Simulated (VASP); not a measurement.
Input of a VASP 6.6.1 run:

The input INCAR:

```
PREC = Accurate
ENCUT = 500
EDIFF = 1E-7
ISMEAR = -1
SIGMA = 0.1
LREAL = False
LASPH = True
NELM = 120
ALGO = Normal
ISIF = 3
LWAVE = False
LCHARG = False
GGA = PE
IBRION = 2
NSW = 32
EDIFFG = -0.005
PSTRESS = 1600.0
GGA_COMPAT = False
NELMIN = 4
```

File KPOINTS:

```
Automatic mesh
0
Gamma
  20 20 20
```

The input POSCAR:

```
Sc
1.0
   -1.3625011237      1.3625011237      1.3625011237
    1.3625011237     -1.3625011237      1.3625011237
    1.3625011237      1.3625011237     -1.3625011237
Sc
1
Direct
    0.0000000000      0.0000000000      0.0000000000
```

Potentials or basis: VASP PAW PBE potentials, release 64 (Sc_sv).

Launch:

```console
$ cat potpaw_PBE.64/Sc_sv/POTCAR > POTCAR
$ mpirun -np 1 vasp_std > vasp.out
```

Question: Estimate the relaxed volume.

Answer: 10.22 Å³/atom.

Question: Predict the relaxed cell.

Answer: a = 2.368 Å, b = 2.368 Å, c = 2.368 Å, α = 109.47°, β = 109.47°, γ = 109.47°.

Question: What does it give for the space group after relaxing (to 0.05 Å)?

Answer: Im-3m (No. 229).

Final structure:
```yaml
crystal:
  lattice:
    - [-1.36723, 1.36723, 1.36723]
    - [1.36723, -1.36723, 1.36723]
    - [1.36723, 1.36723, -1.36723]
  atoms:
    - { symbol: Sc, position: [0.00000, 0.00000, 0.00000] }
```

Caveat: the cell is relaxed towards a set pressure, so the enthalpy falls and the energy may rise.
